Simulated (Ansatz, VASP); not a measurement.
# One calculation of Ag, two programs

```
CELL_PARAMETERS angstrom
0.00000 2.02723 2.02723
2.02723 0.00000 2.02723
2.02723 2.02723 0.00000
ATOMIC_POSITIONS crystal
Ag 0.00000 0.00000 0.00000
```

Alike in both runs: functional PBEsol; k mesh 18 × 18 × 18; occupations gaussian, width 0.1 eV; no spin polarisation.

Ansatz relaxed the structure, and its values are those at the end. VASP's run is a single point on that final structure, the one shown.

```csv
,VASP,Ansatz
version,VASP 6.6.1,Ansatz 0.2.0
potentials or method,"VASP PAW PBE potentials, release 64 (Ag), cutoff 520 eV","scalar-relativistic, plane waves, PAW"
valence electrons in the cell,11,19
```

Ansatz gave:

| Item | Value |
| --- | --- |
| gap on the k mesh at the Fermi level (eV) | none |
| pressure (GPa) | 0.0 |

Question: Which values does VASP return?

Answer: gap on the k mesh at the Fermi level (eV): none; pressure (GPa): -0.2.

VASP's potentials were made for PBE, not for PBEsol. A gap of «none» marks a metal or a gap that the smearing closes. The functional is the same, so the differences come from potentials, cutoffs and numerics. VASP's potentials hold 11 valence electrons a cell and Ansatz's 19, so a difference there can come from the potentials and not from the codes.
